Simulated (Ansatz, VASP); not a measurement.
**Al2InN3 in VASP and in Ansatz**

The input INCAR:

```
SYSTEM = Al2InN3
PREC = Accurate
ENCUT = 520
EDIFF = 1E-7
ISMEAR = 0
SIGMA = 0.1
LREAL = .FALSE.
LASPH = .TRUE.
NELM = 100
ALGO = Normal
ISIF = 2
LWAVE = .FALSE.
LCHARG = .FALSE.
GGA = PE
NBANDS = 46
```

Contents of KPOINTS:

```
regular mesh
0
G
  4 4 2
  0 0 0
```

File POSCAR:

```
Al2InN3
1.0
    3.0274760975      0.0000000000      0.0000000000
    0.0000000000      5.2437424196      0.0000000000
    0.0000000000      0.0000000000      7.5186077160
Al In N
4 2 6
Direct
    1.0000000000      0.3333333333      0.6555061716
    0.5000000000      0.8333333333      0.6555061716
    0.5000000000      0.1666666667      0.3444938284
    1.0000000000      0.6666666667      0.3444938284
    0.5000000000      0.5000000000      1.0000000000
    0.0000000000      0.0000000000      0.0000000000
    1.0000000000      0.3333333333      0.1968219867
    0.5000000000      0.8333333333      0.1968219867
    0.5000000000      0.1666666667      0.8031780133
    1.0000000000      0.6666666667      0.8031780133
    0.5000000000      0.5000000000      0.5000000000
    0.0000000000      0.0000000000      0.5000000000
```

Input for Ansatz:

```yaml
crystal:
  lattice:
    - [3.0274760975, 0.0, 0.0]
    - [0.0, 5.2437424196, 0.0]
    - [0.0, 0.0, 7.518607716]
  atoms:
    - { symbol: Al, position: [1.0, 0.3333333333, 0.6555061716] }
    - { symbol: Al, position: [0.5, 0.8333333333, 0.6555061716] }
    - { symbol: Al, position: [0.5, 0.1666666667, 0.3444938284] }
    - { symbol: Al, position: [1.0, 0.6666666667, 0.3444938284] }
    - { symbol: In, position: [0.5, 0.5, 1.0] }
    - { symbol: In, position: [0.0, 0.0, 0.0] }
    - { symbol: "N", position: [1.0, 0.3333333333, 0.1968219867] }
    - { symbol: "N", position: [0.5, 0.8333333333, 0.1968219867] }
    - { symbol: "N", position: [0.5, 0.1666666667, 0.8031780133] }
    - { symbol: "N", position: [1.0, 0.6666666667, 0.8031780133] }
    - { symbol: "N", position: [0.5, 0.5, 0.5] }
    - { symbol: "N", position: [0.0, 0.0, 0.5] }
basis:
  ecutwfc: 420
kpoints:
  mp_grid: { grid: [4, 4, 2] }
hamiltonian:
  xc: pbe
scf:
  occupations: { method: gaussian, width: 0.1 }
  lower_state_search: "off"
output:
  forces: true
  stress: true
  eigenvalues: true
```

Alike in both runs: task single point; functional PBE; k mesh 4 × 4 × 2; occupations gaussian, width 0.1 eV; no spin polarisation.

|  | VASP | Ansatz |
| --- | --- | --- |
| version | VASP 6.6.1 | Ansatz 0.2.0 |
| potentials or method | VASP PAW PBE potentials, release 64 (Al, In_d, N), cutoff 520 eV | scalar-relativistic, plane waves, PAW |
| valence electrons in the cell | 68 | 68 |

```tsv
	VASP	Ansatz	Ansatz less VASP
gap on the k mesh at the Fermi level (eV)	2.34	2.35	+0.012
least direct gap on the mesh (eV)	2.60	2.61	+0.010
pressure (GPa)	-0.1	-0.1	+0.01
traceless stress, the component that is largest in VASP (GPa)	0.40	0.40	+0.008
rms of the force components (eV/Å)	0.016	0.007	-0.0093
```

Atom by atom the forces differ by 0.010 eV/Å (rms over components).

The k mesh is coarse, so the values compare programs but aren't converged.
